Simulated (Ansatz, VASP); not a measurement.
# In3Sb: VASP beside Ansatz

```
In Sb
1.0
     4.70381    0.00000    0.00000
     0.00000    4.70381    0.00000
     0.00000    0.00000    4.51566
In Sb
3 1
Direct
  0.50000 0.50000 0.00000
  0.50000 0.00000 0.50000
  0.00000 0.50000 0.50000
  0.00000 0.00000 0.00000
```

Alike in both runs: task single point; functional PBEsol; dispersion D3(BJ); k mesh 12 × 12 × 12; occupations gaussian, width 0.15 eV; no spin polarisation.

|  | VASP | Ansatz |
| --- | --- | --- |
| version | VASP 6.6.1 | Ansatz 0.2.0 |
| potentials or method | VASP PAW PBE potentials, release 64 (In_d, Sb), cutoff 520 eV | scalar-relativistic, plane waves, PAW |
| valence electrons in the cell | 44 | 54 |

|  | VASP | Ansatz | Ansatz less VASP |
| --- | --- | --- | --- |
| gap on the k mesh at the Fermi level (eV) | none | none | - |
| pressure (GPa) | -0.1 | -0.1 | -0.01 |

VASP's potentials were made for PBE, not for PBEsol. A gap of «none» marks a metal or a gap that the smearing closes. VASP's potentials hold 44 valence electrons a cell and Ansatz's 54, so a difference there can come from the potentials and not from the codes.

Spin-orbit coupling is off throughout.
